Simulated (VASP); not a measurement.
Cu, 1 atom in the cell. Symmetry: I4/mmm, No. 139, tetragonal system. The conventional cell has a = 2.855 Å, b = 2.855 Å, c = 2.682 Å, α = 90.00°, β = 90.00°, γ = 90.00°. Cu (site symmetry 4/mmm) has 14 Cu at 2.42 to 2.86 Å within 3.2 Å. 

- Program: VASP 6.6.1
- Task: single point
- Functional: LDA
- Potentials or basis: VASP PAW LDA potentials, release 64 (Cu)
- Cutoff: 520 eV
- k mesh: 20 × 20 × 20
- Occupations: gaussian, width 0.1 eV
- Spin: no spin polarisation
- Dipole correction: no
- Further INCAR settings: ALGO = Fast; EDIFF = 1e-06; NBANDS = 12

Potentials or basis: VASP PAW LDA potentials, release 64 (Cu).

Launch:

```sh
$ cat potpaw_LDA.64/Cu/POTCAR > POTCAR
$ mpirun -np 1 vasp_std > vasp.out
```

Hardware: 1 thread of AMD EPYC 7R43 64-Core Processor (Zen 3), with other jobs on the host.

Q: Estimate the wall time of this run.

A: Run time: 76 s on 1 thread of AMD EPYC 7R43 64-Core Processor (Zen 3), with other jobs on the host, peak memory 0.15 GiB. Counts: scf iterations 13, k points 641.
